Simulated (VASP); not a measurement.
# Au (Fm-3m) in VASP: further runs, part 3 of 3

VASP 6.6.1.

**4. Single point, PBE (equal strain along all axes, cell held: +2.0 %)**

Contents of INCAR:

```
PREC = Accurate ; ENCUT = 500
EDIFF = 1E-6 ; ISMEAR = 0
SIGMA = 0.1 ; LREAL = F
LASPH = T ; NELM = 120
ALGO = Normal ; ISIF = 2
LWAVE = F ; LCHARG = F
GGA = PE ; NBANDS = 18
GGA_COMPAT = F
```

Contents of KPOINTS:

```
Automatic mesh
0
Gamma
  18 18 12
```

Contents of POSCAR:

```
Au
1.0
    2.1205270409      2.1205270409      0.0000000000
   -2.1205270409      2.1205270409      0.0000000000
    0.0000000000      0.0000000000      4.2410540818
Au
2
Direct
    0.0000000000      0.0000000000      0.0000000000
    0.5000000000      0.5000000000      0.5000000000
```

Potentials or basis: VASP PAW PBE potentials, release 64 (Au).

Started as:

```sh
$ cat potpaw_PBE.64/Au/POTCAR > POTCAR
$ mpirun -np 1 vasp_std > vasp.out
```

OUTCAR:

```text
PREC = Accurate
   ENCUT = 500
   EDIFF = 1E-6
   ISMEAR = 0
   LREAL = F
   LASPH = T
   NELM = 120
   ISIF = 2
   GGA = PE

 ion  position               nearest neighbor table
   1  0.000  0.000  0.000-   2 3.00   2 3.00   2 3.00   2 3.00   2 3.00   2 3.00   2 3.00   2 3.00

   2  0.500  0.500  0.500-   1 3.00   1 3.00   1 3.00   1 3.00   1 3.00   1 3.00   1 3.00   1 3.00

  LATTYP: Found a simple tetragonal cell.
 ALAT       =     2.9988781006
 C/A-ratio  =     1.4142135624

  Lattice vectors:

[... 210 lines left out ...]
      5       3.5772      2.00000
      6       3.5788      2.00000
[... 481 lines left out ...]
      5       3.4984      2.00000
      6       3.7567      2.00000
[... 10 lines left out ...]
     17      20.7445      0.00000
     18      24.1465      0.00000

 [... further k-points ...]
[... 5 lines left out ...]
  --------------------------------------------------------------------------------------
  -------------------------------------------------------------------------------------
  Total       -1.6715458     -1.6715458     -1.7299364      0.0000000      0.0000000      0.0000000
  in kB      -70.2162181    -70.2162181    -72.6690152      0.0000000      0.0000000      0.0000000
  external PRESSURE =     -71.0338171 kB  Pullay stress =       0.0000000 kB

 VOLUME and BASIS-vectors are now :
 -----------------------------------------------------------------------------
  energy-cutoff  :      500.00
  volume of cell :       38.14
      direct lattice vectors                 reciprocal lattice vectors
     2.120527041  2.120527041  0.000000000     0.235790438  0.235790438  0.000000000
    -2.120527041  2.120527041  0.000000000    -0.235790438  0.235790438  0.000000000
     0.000000000  0.000000000  4.241054082     0.000000000  0.000000000  0.235790438

 POSITION                                       TOTAL-FORCE (eV/Angst)
 -----------------------------------------------------------------------------------
      0.00000      0.00000      0.00000         0.000000      0.000000     -0.000000
      0.00000      2.12053      2.12053        -0.000000     -0.000000      0.000000
 -----------------------------------------------------------------------------------
    total drift:                               -0.000000      0.000000     -0.000000

  FREE ENERGIE OF THE ION-ELECTRON SYSTEM (eV)
  ---------------------------------------------------
  free  energy   TOTEN  =        -6.3902000820 eV

  energy  without entropy=       -6.3871020593  energy(sigma->0) =       -6.38865107
```

stdout:

```text
POSCAR found type information on POSCAR Au
 POSCAR found :  1 types and       2 ions
 scaLAPACK will be used
 LDA part: xc-table for (Slater+PW92), standard interpolation
 POSCAR, INCAR and KPOINTS ok, starting setup
 FFT: planning ... GRIDC
 FFT: planning ... GRID_SOFT
 FFT: planning ... GRID
 WAVECAR not read
 entering main loop
```

Wall time 44 s (1 thread of Intel Xeon 6975P-C (Granite Rapids), shared host); peak memory 0.31 GiB.

What came out:

| Item | Value |
| --- | --- |
| Free energy | -6.3902 eV |
| Pressure | -7.1 GPa |
| Band gap on the k mesh | zero (bands 11 and 12 overlap by 6.62 eV) |

Caveat: the cell differs from its parent crystal (equal strain along all axes, cell held: +2.0 %); the cell stands under tension; spin-orbit coupling is left out, which moves the levels of the heavy elements.

**5. Single point, PBE (equal strain along all axes, cell held: +3.0 %)**

Contents of INCAR:

```
ALGO     = Normal         # electronic algorithm
EDIFF    = 1E-6           # SCF threshold, eV
ENCUT    = 500            # plane-wave cutoff, eV
GGA      = PE             # functional
GGA_COMPAT= False        
ISIF     = 2              # what is computed and relaxed
ISMEAR   = 0              # smearing method
LASPH    = True           # aspherical terms in the spheres
LCHARG   = False          # write CHGCAR
LREAL    = False          # projectors in reciprocal space
LWAVE    = False          # write WAVECAR
NBANDS   = 18             # bands
NELM     = 120            # most SCF steps
PREC     = Accurate       # precision mode
SIGMA    = 0.1            # smearing width, eV
```

Contents of KPOINTS:

```
k-points
0
Gamma
  18 18 12
```

Contents of POSCAR:

```
Au
1.0
    2.1413165217      2.1413165217      0.0000000000
   -2.1413165217      2.1413165217      0.0000000000
    0.0000000000      0.0000000000      4.2826330434
Au
2
Direct
    0.0000000000      0.0000000000      0.0000000000
    0.5000000000      0.5000000000      0.5000000000
```

Potentials or basis: VASP PAW PBE potentials, release 64 (Au).

Started as:

```sh
$ cat potpaw_PBE.64/Au/POTCAR > POTCAR
$ mpirun -np 1 vasp_std > vasp.out
```

OUTCAR:

```text
EDIFF = 1E-6
   ENCUT = 500
   GGA = PE
   ISIF = 2
   ISMEAR = 0
   LASPH = True
   LREAL = False
   NELM = 120
   PREC = Accurate

 ion  position               nearest neighbor table
   1  0.000  0.000  0.000-   2 3.03   2 3.03   2 3.03   2 3.03   2 3.03   2 3.03   2 3.03   2 3.03

   2  0.500  0.500  0.500-   1 3.03   1 3.03   1 3.03   1 3.03   1 3.03   1 3.03   1 3.03   1 3.03

  LATTYP: Found a simple tetragonal cell.
 ALAT       =     3.0282788663
 C/A-ratio  =     1.4142135624

  Lattice vectors:

[... 210 lines left out ...]
      5       3.2853      2.00000
      6       3.2869      2.00000
[... 481 lines left out ...]
      5       3.2203      2.00000
      6       3.4598      2.00000
[... 10 lines left out ...]
     17      20.0918      0.00000
     18      23.5366      0.00000

 [... further k-points ...]
[... 5 lines left out ...]
  --------------------------------------------------------------------------------------
  -------------------------------------------------------------------------------------
  Total       -2.3408364     -2.3408364     -2.3953299      0.0000000      0.0000000      0.0000000
  in kB      -95.4946535    -95.4946535    -97.7177206      0.0000000      0.0000000      0.0000000
  external PRESSURE =     -96.2356759 kB  Pullay stress =       0.0000000 kB

 VOLUME and BASIS-vectors are now :
 -----------------------------------------------------------------------------
  energy-cutoff  :      500.00
  volume of cell :       39.27
      direct lattice vectors                 reciprocal lattice vectors
     2.141316522  2.141316522  0.000000000     0.233501211  0.233501211  0.000000000
    -2.141316522  2.141316522  0.000000000    -0.233501211  0.233501211  0.000000000
     0.000000000  0.000000000  4.282633043     0.000000000  0.000000000  0.233501211

 POSITION                                       TOTAL-FORCE (eV/Angst)
 -----------------------------------------------------------------------------------
      0.00000      0.00000      0.00000         0.000000      0.000000     -0.000000
      0.00000      2.14132      2.14132        -0.000000     -0.000000      0.000000
 -----------------------------------------------------------------------------------
    total drift:                               -0.000000      0.000000     -0.000000

  FREE ENERGIE OF THE ION-ELECTRON SYSTEM (eV)
  ---------------------------------------------------
  free  energy   TOTEN  =        -6.3314261774 eV

  energy  without entropy=       -6.3282846703  energy(sigma->0) =       -6.32985542
```

stdout:

```text
POSCAR found type information on POSCAR Au
 POSCAR found :  1 types and       2 ions
 scaLAPACK will be used
 LDA part: xc-table for (Slater+PW92), standard interpolation
 POSCAR, INCAR and KPOINTS ok, starting setup
 FFT: planning ... GRIDC
 FFT: planning ... GRID_SOFT
 FFT: planning ... GRID
 WAVECAR not read
 entering main loop
```

Wall time 50 s (1 thread of Intel Xeon 6975P-C (Granite Rapids), shared host); peak memory 0.31 GiB.

What came out:

| Property | Result |
| --- | --- |
| Free energy | -6.3314 eV |
| Pressure | -9.6 GPa |
| Band gap on the k mesh | zero (bands 11 and 12 overlap by 6.42 eV) |

Levels at points of the mesh, in eV from the Fermi level:
```csv
k point,band 7,band 8,band 9,band 10,band 11,band 12,band 13,band 14,band 15,band 16
"(0.00, 0.00, 0.00)",-2.82,-2.82,-1.92,-1.63,-1.63,1.41,4.72,9.60,9.60,14.63
"(0.50, 0.00, 0.00)",-3.26,-3.26,-2.81,-2.81,-0.40,-0.40,7.77,7.77,9.29,9.29
"(0.50, 0.50, 0.00)",-1.63,-1.63,-1.63,-1.63,1.42,1.42,4.72,4.72,9.60,9.60
"(0.00, 0.00, 0.50)",-3.02,-3.02,-3.02,-3.02,-2.39,-2.39,13.70,13.70,13.70,13.70
"(0.50, 0.00, 0.50)",-1.88,-1.88,-1.88,-1.88,-0.32,-0.32,2.38,2.38,14.05,14.05
"(0.50, 0.50, 0.50)",-2.90,-2.90,-1.63,-1.63,4.00,4.00,5.88,5.88,5.88,5.88
```

Caveat: the cell differs from its parent crystal (equal strain along all axes, cell held: +3.0 %); the cell stands under tension; spin-orbit coupling is left out, which moves the levels of the heavy elements.

**6. The runs side by side**

```tsv
cell	gap on the mesh (eV)	pressure (GPa)
a = 2.911, b = 2.911, c = 4.116 Å, 2 atoms	none	4.4
a = 2.969, b = 2.969, c = 4.199 Å, 2 atoms	none	-4.0
a = 2.999, b = 2.999, c = 4.241 Å, 2 atoms	none	-7.1
a = 3.028, b = 3.028, c = 4.283 Å, 2 atoms	none	-9.6
```

Alike in all rows: task single point; level PBE; potentials or basis VASP PAW PBE potentials, release 64 (Au); no spin polarisation; k mesh 18 × 18 × 12; cutoff (eV) 500; smearing gaussian 0.1 eV.

Caveats: spin-orbit coupling is left out, which moves the levels of the heavy elements; the cell stands under tension (at least some runs); the cell stands under pressure (at least some runs).

Total energies depend on the potentials used, so only differences within one code and one set of settings carry meaning.
